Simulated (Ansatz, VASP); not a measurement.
## InAs in VASP and in Ansatz

INCAR

```
SYSTEM = InAs
PREC = Accurate ; ENCUT = 500
EDIFF = 1E-7 ; ISMEAR = -1
SIGMA = 0.02 ; LREAL = .False.
LASPH = .True. ; NELM = 120
ALGO = Normal ; ISIF = 3
LWAVE = .False. ; LCHARG = .False.
GGA = PE ; IBRION = 2
NSW = 60 ; EDIFFG = -0.005
GGA_COMPAT = .False. ; NELMIN = 4
```

Contents of KPOINTS:

```
Automatic mesh
0
Gamma
  9 9 9
  0 0 0
```

File POSCAR:

```
InAs
1.0
    0.0000000000      3.1072325060      3.1072325060
    3.1072325060      0.0000000000      3.1072325060
    3.1072325060      3.1072325060      0.0000000000
In As
1 1
Direct
    0.0000000000      0.0000000000      0.0000000000
    0.2500000000      0.2500000000      0.2500000000
```

Input for Ansatz:

```yaml
crystal:
  lattice:
    - [0.0, 3.107232506, 3.107232506]
    - [3.107232506, 0.0, 3.107232506]
    - [3.107232506, 3.107232506, 0.0]
  atoms:
    - { symbol: In, position: [0.0, 0.0, 0.0] }
    - { symbol: As, position: [0.25, 0.25, 0.25] }
kpoints:
  mp_grid: { grid: [9, 9, 9] }
scf:
  occupations: { method: fermi_dirac, width: 0.02 }
hamiltonian:
  xc: pbe
  pseudopotentials: { kind: paw }
output:
  forces: true
  stress: true
relax:
  f_tol: 0.005
  max_steps: 40
  cell: {}
```

Alike in both runs: task relaxation of cell and atoms; functional PBE; k mesh 9 × 9 × 9; occupations fermi-dirac, width 0.02 eV; no spin polarisation.

|  | VASP | Ansatz |
| --- | --- | --- |
| version | VASP 6.6.1 | Ansatz 0.2.0 |
| potentials or method | VASP PAW PBE potentials, release 64 (In_d, As) | PAW with Ansatz's default frozen-core files, scalar-relativistic |
| plane-wave cutoff (eV) | 500 | 420 |
| valence electrons in the cell | 18 | 28 |

Ansatz gave:

```
relaxed volume (Å³/atom)                                     : 29.60
relaxed cell length with the largest relative difference (Å) : 4.375
```

Question: What did VASP give for the same quantities?

Answer: Relaxed volume (Å³/atom): 29.63; relaxed cell length with the largest relative difference (Å): 4.376.

VASP's potentials hold 18 valence electrons a cell and Ansatz's 28, so a difference there can come from the potentials and not from the codes.
